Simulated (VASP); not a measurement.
The system is CuO.

```
Cu O
1.0
     2.37267   -1.73382    0.00000
     2.37267    1.73382    0.00000
    -0.86121    0.00000    5.12443
Cu O
2 2
Direct
  0.50000 0.00000 0.50000
  0.00000 0.50000 0.00000
  0.41840 0.58160 0.75000
  0.58160 0.41840 0.25000
```

Base run:

| Item | Value |
| --- | --- |
| Program | VASP 6.6.1 |
| Functional | PBEsol |
| Dispersion | D4 |
| Potentials or basis | VASP PAW PBE potentials, release 64 (Cu_sv_GW, O) |
| Cutoff | 820 eV |
| k mesh | 10 × 10 × 5 |
| Occupations | fermi-dirac, width 0.05 eV |
| Spin | no spin polarisation |

Its results: band gap on the k mesh zero (bands 25 and 26 overlap by 0.60 eV); pressure -12.0 GPa; largest force 0.464 eV/Å.

Task: The run is repeated on the same cell with these changes: functional from PBEsol to RPBE. What comes out?

Result: Band gap on the k mesh zero (bands 25 and 26 overlap by 0.59 eV); pressure -5.3 GPa; largest force 0.291 eV/Å.

RPBE binds less tightly than PBEsol, so the same cell stands under more pressure.

Caveats: the PAW data sets were made with another functional, which shifts forces and pressure a little; semilocal functionals often make such compounds metallic where correlation or magnetic order opens a gap, which also shifts bond lengths; the stress differs along the axes, from -15 to -8 GPa (at least some runs); the cell stands under tension (at least some runs).
